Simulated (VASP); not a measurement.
# Mo (Im-3m) in VASP: a series of runs, part 3 of 3

VASP 6.6.1. The steps go on from the part before.

**5. Single point, r2SCAN**

This run uses another cell than the first one, of 15.64 Å³/atom, 1.020 times its volume.

POSCAR

```
Mo
1.0
   -1.5754101899      1.5754101899      1.5754101899
    1.5754101899     -1.5754101899      1.5754101899
    1.5754101899      1.5754101899     -1.5754101899
Mo
1
Direct
    0.0000000000      0.0000000000      0.0000000000
```

INCAR.step1

```
ALGO = Normal
EDIFF = 1E-4
ENCUT = 520
GGA = PE
ISMEAR = 0
LASPH = True
LCHARG = False
LREAL = False
LWAVE = True
NBANDS = 13
NELM = 60
PREC = Accurate
SIGMA = 0.05
```

INCAR.step2

```
ALGO = Normal
EDIFF = 1E-6
ENCUT = 520
ISIF = 2
ISMEAR = 0
ISTART = 1
LASPH = True
LCHARG = False
LMIXTAU = True
LREAL = False
LWAVE = False
METAGGA = R2SCAN
NBANDS = 13
NELM = 60
PREC = Accurate
SIGMA = 0.05
```

KPOINTS

```
k-points
0
Gamma
  20 20 20
```

Potentials or basis: VASP PAW PBE potentials, release 64 (Mo_sv).

Command:

```console
$ cat potpaw_PBE.64/Mo_sv/POTCAR > POTCAR
$ cp INCAR.step1 INCAR
$ mpirun -np 1 vasp_std > vasp.out
$ cp INCAR.step2 INCAR
$ mpirun -np 1 vasp_std > vasp.out
```

OUTCAR:

```text
EDIFF = 1E-6
   ENCUT = 520
   ISIF = 2
   ISMEAR = 0
   ISTART = 1
   LASPH = True
   LREAL = False
   METAGGA = R2SCAN
   NELM = 60
   PREC = Accurate

 ion  position               nearest neighbor table
   1  0.000  0.000  0.000-

  LATTYP: Found a body centered cubic cell.
 ALAT       =     3.1508203798

  Lattice vectors:

 A1 = (  -1.5754101899,   1.5754101899,   1.5754101899)
 A2 = (   1.5754101899,  -1.5754101899,   1.5754101899)
 A3 = (   1.5754101899,   1.5754101899,  -1.5754101899)

Analysis of symmetry for initial positions (statically):
=====================================================================
 Subroutine PRICEL returns:
 Original cell was already a primitive cell.

 Routine SETGRP: Setting up the symmetry group for a
 body centered cubic supercell.

 Subroutine GETGRP returns: Found 48 space group operations
 (whereof 48 operations were pure point group operations)
 out of a pool of 48 trial point group operations.

The static configuration has the point symmetry O_h .

Analysis of symmetry for dynamics (positions and initial velocities):
=====================================================================
 Subroutine PRICEL returns:
 Original cell was already a primitive cell.

 Routine SETGRP: Setting up the symmetry group for a
 body centered cubic supercell.

 Subroutine GETGRP returns: Found 48 space group operations
 (whereof 48 operations were pure point group operations)
 out of a pool of 48 trial point group operations.

The dynamic configuration has the point symmetry O_h .

 Subroutine INISYM returns: Found 48 space group operations
 (whereof 48 operations are pure point group operations),
 and found     1 'primitive' translations

----------------------------------------------------------------------------------------

                                     Primitive cell

  volume of cell :      15.6402

  direct lattice vectors                    reciprocal lattice vectors
    -1.575410190  1.575410190  1.575410190     0.000000000  0.317377660  0.317377660
     1.575410190 -1.575410190  1.575410190     0.317377660  0.000000000  0.317377660
     1.575410190  1.575410190 -1.575410190     0.317377660  0.317377660  0.000000000

  length of vectors
     2.728690492  2.728690492  2.728690492     0.448839792  0.448839792  0.448839792

  position of ions in fractional coordinates (direct lattice)
     0.000000000  0.000000000  0.000000000

  ion indices of the primitive-cell ions
   primitive index   ion index
                 1           1

----------------------------------------------------------------------------------------

 KPOINTS: k-points

Automatic generation of k-mesh.
 Grid dimensions read from file:
 generate k-points for:   20   20   20

 Generating k-lattice:

  Cartesian coordinates                     Fractional coordinates (reciprocal lattice)
     0.000000000  0.015868883  0.015868883     0.050000000  0.000000000  0.000000000
     0.015868883  0.000000000  0.015868883     0.000000000  0.050000000  0.000000000
     0.015868883  0.015868883  0.000000000     0.000000000  0.000000000  0.050000000

  Length of vectors
     0.022441990  0.022441990  0.022441990

  Shift w.r.t. Gamma in fractional coordinates (k-lattice)
     0.000000000  0.000000000  0.000000000

 Subroutine IBZKPT returns following result:
 ===========================================

 Found    256 irreducible k-points:

 Following reciprocal coordinates:
            Coordinates               Weight
  0.000000  0.000000  0.000000      1.000000
  0.050000  0.000000  0.000000     12.000000
  0.100000  0.000000  0.000000     12.000000
  0.150000  0.000000  0.000000     12.000000
  0.200000  0.000000  0.000000     12.000000
  0.250000  0.000000  0.000000     12.000000
[... 16 lines left out ...]
  0.200000  0.100000  0.000000     48.000000
  0.250000  0.100000  0.000000     48.000000
 [... further k-points ...]
   k-points           NKPTS =    256   k-points in BZ     NKDIM =    256   number of bands    NBANDS=     13
   number of dos      NEDOS =    301   number of ions     NIONS =      1
   total plane-waves  NPLWV =   8000
   dimension x,y,z NGX =    20 NGY =   20 NGZ =   20
   dimension x,y,z NGXF=    40 NGYF=   40 NGZF=   40
   ions per type =               1
   NGX,Y,Z   is equivalent  to a cutoff of  12.19, 12.19, 12.19 a.u.
   NGXF,Y,Z  is equivalent  to a cutoff of  24.37, 24.37, 24.37 a.u.
 SYSTEM =  unknown system
   PREC   = accura    normal or accurate (medium, high low for compatibility)
   ISTART =      1    job   : 0-new  1-cont  2-samecut
   ICHARG =      0    charge: 1-file 2-atom 10-const
   ISPIN  =      1    spin polarized calculation?
   LNONCOLLINEAR =      F non collinear calculations
   LSORBIT =      F    spin-orbit coupling
   LASPH  =      T    aspherical Exc in radial PAW
   ENCUT  =  520.0 eV  38.22 Ry    6.18 a.u.   5.07  5.07  5.07*2*pi/ulx,y,z
   NELM   =     60;   NELMIN=  2; NELMDL=  0     # of ELM steps
   EDIFF  = 0.1E-05   stopping-criterion for ELM
   LREAL  =      F    real-space projection
   EDIFFG = 0.1E-04   stopping-criterion for IOM
   NSW    =      0    number of steps for IOM
   IBRION =     -1    ionic relax: 0-MD 1-quasi-New 2-CG
   NFREE  =      0    steps in history (QN), initial steepest desc. (CG)
   ISIF   =      2    stress and relaxation
   ISYM   =      2    0-nonsym 1-usesym 2-fastsym
   POTIM  = 0.5000    time-step for ionic-motion
   TEBEG  =    0.0;   TEEND  =   0.0 temperature during run
   PSTRESS=    0.0 pullay stress
   NELECT =      14.0000    total number of electrons
   NUPDOWN=      -1.0000    fix difference up-down
   EMIN   =  10.00;   EMAX   =-10.00  energy-range for DOS
   EFERMI =   0.00;   METHOD = LEGACY
   ISMEAR =     0;   SIGMA  =   0.05  broadening in eV -4-tet -1-fermi 0-gaus
   EFERMI_NEDOS =   21; number of points for ismear=-14 and -15
   IALGO  =     38    algorithm
   IMIX   =      4    mixing-type and parameters
     AMIX     =   0.40;   BMIX     =  1.00
     AMIX_MAG =   1.60;   BMIX_MAG =  1.00
  volume/ion in A,a.u.               =      15.64       105.54
  Fermi-wavevector in a.u.,A,eV,Ry     =   1.577746  2.981508 33.868761  2.489284
  Thomas-Fermi vector in A             =   2.678382
   LORBIT       =      0    0 simple, 1 ext, 2 COOP (PROOUT), +10 PAW based schemes
   METAGGA = R2SCAN    functional components
   LHFCALC =     F    Hartree Fock is set to
   AEXX    =    0.0000 exact exchange contribution
   IVDW    =     0    specifies the selected vdW correction
   LEPSILON=     F    determine dielectric tensor
   LRPA    =     F    only Hartree local field effects (RPA)
 non-spin polarized calculation
 Gauss-broadening in eV      SIGMA  =   0.05
  energy-cutoff  :      520.00
  volume of cell :       15.64
 maximum number of plane-waves:       435
   NGX = 11   NGY = 11   NGZ = 11

 number of electron      14.0000002 magnetization

 Free energy of the ion-electron system (eV)
  ---------------------------------------------------
  ext. energy  EPLUGINS =         0.00000000
  ---------------------------------------------------
  free energy    TOTEN  =       -26.08064720 eV

  energy without entropy =      -26.08015855  energy(sigma->0) =      -26.08040288

 E-fermi :  12.5835     XC(G=0): -14.6340

 val. band max:       12.5332968623   @ k =  -0.2000   0.2000   0.1500
 cond. band min:      12.5877736807   @ k =  -0.4500   0.5000   0.0500
 fundamental gap:      0.0544768184
 Fermi energy:        12.5835074421

 k-point     1 :       0.0000    0.0000    0.0000
  band No.  band energies     occupation
      1     -50.6855      2.00000
      2     -23.1581      2.00000
      3     -23.1581      2.00000
      4     -23.1581      2.00000
      5       4.8793      2.00000
      6      11.1175      2.00000
      7      11.1175      2.00000
      8      11.1175      2.00000
      9      14.4516      0.00000
     10      14.4516      0.00000
     11      28.0368      0.00000
     12      28.0368      0.00000
     13      28.0368      0.00000
[... 353 lines left out ...]
 k-point    24 :       0.2500    0.1000    0.0000
  band No.  band energies     occupation
      1     -50.4838      2.00000
      2     -24.1800      2.00000
      3     -23.4911      2.00000
      4     -23.2179      2.00000
      5       7.5480      2.00000
      6       9.6420      2.00000
      7      10.7772      2.00000
      8      13.7401      0.00000
      9      14.9372      0.00000
     10      15.2586      0.00000
     11      27.4816      0.00000
     12      28.4939      0.00000
     13      32.9473      0.00000

 [... further k-points ...]

------------------------ aborting loop because EDIFF is reached ----------------------------------------

  FORCE on cell =-STRESS in cart. coord.  units (eV):
  Direction    XX          YY          ZZ          XY          YZ          ZX
  --------------------------------------------------------------------------------------
  -------------------------------------------------------------------------------------
  Total        0.1125674      0.1125674      0.1125674      0.0000000      0.0000000      0.0000000
  in kB       11.5314063     11.5314063     11.5314063      0.0000000      0.0000000      0.0000000
  external PRESSURE =      11.5314063 kB  Pullay stress =       0.0000000 kB

 VOLUME and BASIS-vectors are now :
 -----------------------------------------------------------------------------
  energy-cutoff  :      520.00
  volume of cell :       15.64
      direct lattice vectors                 reciprocal lattice vectors
    -1.575410190  1.575410190  1.575410190     0.000000000  0.317377660  0.317377660
     1.575410190 -1.575410190  1.575410190     0.317377660  0.000000000  0.317377660
     1.575410190  1.575410190 -1.575410190     0.317377660  0.317377660  0.000000000

 POSITION                                       TOTAL-FORCE (eV/Angst)
 -----------------------------------------------------------------------------------
      0.00000      0.00000      0.00000        -0.000000      0.000000     -0.000000
 -----------------------------------------------------------------------------------
    total drift:                                0.000000     -0.000000     -0.000000

  FREE ENERGIE OF THE ION-ELECTRON SYSTEM (eV)
  ---------------------------------------------------
  free  energy   TOTEN  =       -26.0806471973 eV

  energy  without entropy=      -26.0801585547  energy(sigma->0) =      -26.08040288
```

OUTCAR.step1:

```text
EDIFF = 1E-4
   ENCUT = 520
   GGA = PE
   ISMEAR = 0
   LASPH = True
   LREAL = False
[... 598 lines left out ...]

 POSITION                                       TOTAL-FORCE (eV/Angst)
 -----------------------------------------------------------------------------------
      0.00000      0.00000      0.00000         0.000000     -0.000000     -0.000000
 -----------------------------------------------------------------------------------
    total drift:                                0.000000     -0.000000      0.000000

  FREE ENERGIE OF THE ION-ELECTRON SYSTEM (eV)
  ---------------------------------------------------
  free  energy   TOTEN  =       -10.9356614978 eV

  energy  without entropy=      -10.9348823050  energy(sigma->0) =      -10.93527190
```

OSZICAR.step1:

```text
N       E                     dE             d eps       ncg     rms          rms(c)
DAV:   1     0.894481771467E+02    0.89448E+02   -0.79711E+03  6728   0.110E+03
DAV:   2    -0.104812552713E+02   -0.99929E+02   -0.96260E+02  7631   0.307E+02
DAV:   3    -0.115930845021E+02   -0.11118E+01   -0.11093E+01  7461   0.322E+01
DAV:   4    -0.115955923494E+02   -0.25078E-02   -0.25078E-02  7486   0.187E+00
DAV:   5    -0.115956083659E+02   -0.16017E-04   -0.16018E-04  7349   0.133E-01    0.147E+01
DAV:   6    -0.110178669106E+02    0.57774E+00   -0.71769E-01  6836   0.104E+01    0.399E+00
DAV:   7    -0.109393614429E+02    0.78505E-01   -0.14052E-01  7361   0.440E+00    0.943E-01
DAV:   8    -0.109355873233E+02    0.37741E-02   -0.40038E-03  6921   0.805E-01    0.196E-01
DAV:   9    -0.109356614978E+02   -0.74175E-04   -0.77795E-05  4718   0.114E-01
   1 F= -.10935661E+02 E0= -.10935272E+02  d E =-.779193E-03
```

It took 72 s on 1 thread of AMD EPYC 9R45 (Zen 5), shared host; peak memory 0.13 GiB.

Results:

| Item | Value |
| --- | --- |
| Free energy | -26.0806 eV |
| Pressure | 1.2 GPa |
| Band gap on the k mesh | zero (band 7 reaches 16.68 eV, above the bottom of band 8 at 11.12 eV) |

Levels at points of the mesh, in eV from the Fermi level:
| k point | band 3 | band 4 | band 5 | band 6 | band 7 | band 8 | band 9 | band 10 | band 11 | band 12 |
| --- | --- | --- | --- | --- | --- | --- | --- | --- | --- | --- |
| (0.00, 0.00, 0.00) | -35.74 | -35.74 | -7.70 | -1.47 | -1.47 | -1.47 | 1.87 | 1.87 | 15.45 | 15.45 |
| (0.50, 0.00, 0.00) | -36.22 | -35.75 | -5.64 | -3.63 | 1.53 | 1.84 | 2.55 | 4.88 | 12.19 | 12.47 |
| (0.50, 0.50, 0.50) | -36.77 | -36.77 | -5.69 | -5.69 | 4.09 | 4.09 | 4.09 | 9.43 | 9.43 | 9.43 |

Caveat: the PAW data sets were made with another functional, which shifts forces and pressure a little.

**6. The runs side by side**

```csv
cell,gap on the mesh (eV),pressure (GPa)
"a = 2.710 Å, angles 109.5°, 1 atom",none,7.1
"a = 2.720 Å, angles 109.5°, 1 atom",none,3.9
"a = 2.729 Å, angles 109.5°, 1 atom",none,1.2
```

Alike in all rows: task single point; level r2SCAN; potentials or basis VASP PAW PBE potentials, release 64 (Mo_sv); no spin polarisation; k mesh 20 × 20 × 20; cutoff (eV) 520; smearing gaussian 0.05 eV.

Caveats: the PAW data sets were made with another functional, which shifts forces and pressure a little.

Total energies depend on the potentials used, so only differences within one code and one set of settings carry meaning.
